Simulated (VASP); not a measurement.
# PtSe2 (C2/m) in VASP: further runs, part 3 of 3

VASP 6.6.1.

**5. Single point, PBE+D3(BJ) (normal strain along x +0.1500, normal strain along y +0.0750)**

INCAR reads:

```
SYSTEM = PtSe2
  PREC = Accurate
  ENCUT = 520
  EDIFF = 1E-6
  ISMEAR = 0
  SIGMA = 0.15
  LREAL = .False.
  LASPH = .True.
  NELM = 100
  ALGO = Normal
  ISIF = 2
  LWAVE = .False.
  LCHARG = .False.
  GGA = PE
  IVDW = 12
  NBANDS = 18
```

KPOINTS reads:

```
Automatic mesh
0
Gamma
  12 12 8
  0 0 0
```

POSCAR reads:

```
PtSe2
1.0
    4.3372285822      0.0000000000      0.0000000000
   -2.1686142911      3.5111838211      0.0000000000
    0.0000000000      0.0000000000      4.8219239451
Pt Se
1 2
Direct
    0.0000000000      0.0000000000      0.0000000000
    0.3333333333      0.6666666667      0.2655211092
    0.6666666667      0.3333333333      0.7344788908
```

Potentials or basis: VASP PAW PBE potentials, release 64 (Pt, Se).

Command:

```bash
$ cat potpaw_PBE.64/Pt/POTCAR potpaw_PBE.64/Se/POTCAR > POTCAR
$ mpirun -np 1 vasp_std > vasp.out
```

OUTCAR:

```text
SYSTEM = PtSe2
   PREC = Accurate
   ENCUT = 520
   EDIFF = 1E-6
   ISMEAR = 0
   LREAL = .False.
   LASPH = .True.
   NELM = 100
   ISIF = 2
   GGA = PE
   IVDW = 12
 IVDW          = 12

 ion  position               nearest neighbor table
   1  0.000  0.000  0.000-   2 2.67   3 2.67   3 2.78   2 2.78   3 2.78   2 2.78
   2  0.333  0.667  0.266-   1 2.67   1 2.78   1 2.78
   3  0.667  0.333  0.734-   1 2.67   1 2.78   1 2.78

  Warning from LATTYP: Monoclinic adjustment (A1->A3, A2->A1, A3->A2)!
  LATTYP: Found a base centered orthorhombic cell.
 ALAT       =     4.3372285822
 B/A-ratio  =     1.6190909723
 C/A-ratio  =     1.1117523215

  Lattice vectors:

 A1 = (   2.1686142911,  -3.5111838211,   0.0000000000)
 A2 = (   2.1686142911,   3.5111838211,   0.0000000000)
 A3 = (   0.0000000000,   0.0000000000,   4.8219239451)

Analysis of symmetry for initial positions (statically):
=====================================================================
 Subroutine PRICEL returns:
 Original cell was already a primitive cell.

 Routine SETGRP: Setting up the symmetry group for a
 base centered orthorhombic supercell.

 Subroutine GETGRP returns: Found  4 space group operations
[... 170 lines left out ...]
 cond. band min:       3.8612817007   @ k =  -0.2500  -0.0833   0.3750
 fundamental gap:      0.0060272669
 Fermi energy:         3.8566140955

 k-point     1 :       0.0000    0.0000    0.0000
  band No.  band energies     occupation
      1     -10.0457      2.00000
      2      -7.8691      2.00000
      3      -1.1157      2.00000
      4      -0.7249      2.00000
      5      -0.7179      2.00000
      6       1.3462      2.00000
[... 481 lines left out ...]
      5       0.2349      2.00000
      6       0.5351      2.00000
[... 10 lines left out ...]
     17      12.2903      0.00000
     18      13.0926      0.00000

 [... further k-points ...]

------------------------ aborting loop because EDIFF is reached ----------------------------------------

 Edisp (eV)   -1.18366

 E8    (eV) :    -0.5095

  FORCE on cell =-STRESS in cart. coord.  units (eV):
  Direction    XX          YY          ZZ          XY          YZ          ZX
  --------------------------------------------------------------------------------------
  -------------------------------------------------------------------------------------
  Total     -10.32110    -8.21183    -4.56167     0.00000     0.05790     0.00000
  in kB    -225.19055  -179.16954   -99.52867     0.00000     1.26322     0.00000
  external pressure =     -167.96 kB  Pullay stress =        0.00 kB

 VOLUME and BASIS-vectors are now :
 -----------------------------------------------------------------------------
  energy-cutoff  :      520.00
  volume of cell :       73.43
      direct lattice vectors                 reciprocal lattice vectors
     4.337228582  0.000000000  0.000000000     0.230561978  0.142402114  0.000000000
    -2.168614291  3.511183821  0.000000000     0.000000000  0.284804229  0.000000000
     0.000000000  0.000000000  4.821923945     0.000000000  0.000000000  0.207386100

 POSITION                                       TOTAL-FORCE (eV/Angst)
 -----------------------------------------------------------------------------------
      0.00000      0.00000      0.00000         0.000000      0.000000      0.000000
     -0.00000      2.34079      1.28032         0.000000     -0.112862     -1.156267
      2.16861      1.17039      3.54160         0.000000      0.112862      1.156267
 -----------------------------------------------------------------------------------
    total drift:                                0.000000     -0.000000      0.000000

  FREE ENERGIE OF THE ION-ELECTRON SYSTEM (eV)
  ---------------------------------------------------
  free  energy   TOTEN  =       -14.5114547635 eV

  energy  without entropy=      -14.4990766585  energy(sigma->0) =      -14.50526571
```

OSZICAR:

```text
N       E                     dE             d eps       ncg     rms          rms(c)
DAV:   1     0.105138569917E+03    0.10514E+03   -0.96914E+03 11608   0.105E+03
DAV:   2    -0.863095402750E+01   -0.11377E+03   -0.10988E+03 14416   0.199E+02
DAV:   3    -0.139466222955E+02   -0.53157E+01   -0.52585E+01 13548   0.428E+01
DAV:   4    -0.139931590982E+02   -0.46537E-01   -0.46510E-01 14612   0.443E+00
DAV:   5    -0.139936696286E+02   -0.51053E-03   -0.51052E-03 13808   0.446E-01    0.800E+00
DAV:   6    -0.138629578147E+02    0.13071E+00   -0.63195E+00 11790   0.190E+01    0.719E+00
DAV:   7    -0.133374099722E+02    0.52555E+00   -0.12323E+00 11694   0.999E+00    0.249E+00
DAV:   8    -0.133338505378E+02    0.35594E-02   -0.14439E-01 12264   0.223E+00    0.857E-01
DAV:   9    -0.133278832189E+02    0.59673E-02   -0.23327E-02 12486   0.128E+00    0.285E-01
DAV:  10    -0.133279000184E+02   -0.16800E-04   -0.27153E-03 12578   0.287E-01    0.878E-02
DAV:  11    -0.133277889492E+02    0.11107E-03   -0.35289E-04 13382   0.155E-01    0.191E-02
DAV:  12    -0.133277912760E+02   -0.23267E-05   -0.20461E-05 13606   0.282E-02    0.130E-02
DAV:  13    -0.133277909160E+02    0.35998E-06   -0.41313E-06 13340   0.155E-02
   1 F= -.14511455E+02 E0= -.14505266E+02  d E =-.123781E-01
```

stdout:

```text
POSCAR found type information on POSCAR PtSe
 POSCAR found :  2 types and       3 ions
 scaLAPACK will be used
 LDA part: xc-table for (Slater+PW92), standard interpolation
 POSCAR, INCAR and KPOINTS ok, starting setup
 FFT: planning ... GRIDC
 FFT: planning ... GRID_SOFT
 FFT: planning ... GRID
 WAVECAR not read
 entering main loop
```

Wall time 2.1 min (1 thread of Intel Xeon 6975P-C (Granite Rapids), shared host); peak memory 0.53 GiB.

What came out:

```yaml
Free_energy: -14.5115 eV
Pressure: -16.8 GPa
Largest_force: 1.162 eV/Å
Band_gap_on_the_k_mesh: zero (band 11 reaches 4.59 eV, above the bottom of band 12 at 3.76 eV)
Dispersion_energy_per_atom: -0.395 eV
```

Forces in eV/Å, atoms in the order of the input:
```
Pt   0.000  0.000  0.000
Se   0.000 -0.113 -1.156
Se   0.000  0.113  1.156
```

Caveat: the cell differs from its parent crystal (normal strain along x +0.1500, normal strain along y +0.0750); spin-orbit coupling is left out, which moves the levels of the heavy elements; pairwise dispersion overbinds metals, which lowers pressure and volume; forces of over 1 eV/Å act on the atoms, so gaps and moduli don't describe the material at rest.

**6. Summary**

```csv
cell,gap on the mesh (eV),pressure (GPa),largest force (eV/Å)
"a = 3.772, b = 4.203, c = 4.822 Å, angles 90.0, 90.0, 116.7°, 3 atoms",none,-12.6,0.87
"a = 4.337, b = 3.921, c = 4.822 Å, angles 90.0, 90.0, 123.6°, 3 atoms",none,-12.4,0.83
"a = 4.054, b = 4.268, c = 4.822 Å, angles 90.0, 90.0, 118.4°, 3 atoms",none,-16.8,1.17
"a = 4.337, b = 4.127, c = 4.822 Å, angles 90.0, 90.0, 121.7°, 3 atoms",none,-16.8,1.16
```

Alike in all rows: task single point; level PBE+D3(BJ); potentials or basis VASP PAW PBE potentials, release 64 (Pt, Se); no spin polarisation; k mesh 12 × 12 × 8; cutoff (eV) 520; smearing gaussian 0.15 eV.

Caveats: spin-orbit coupling is left out, which moves the levels of the heavy elements; pairwise dispersion overbinds metals, which lowers pressure and volume; forces of over 1 eV/Å act on the atoms, so gaps and moduli don't describe the material at rest (some runs).

Total energies depend on the potentials used, so only differences within one code and one set of settings carry meaning.
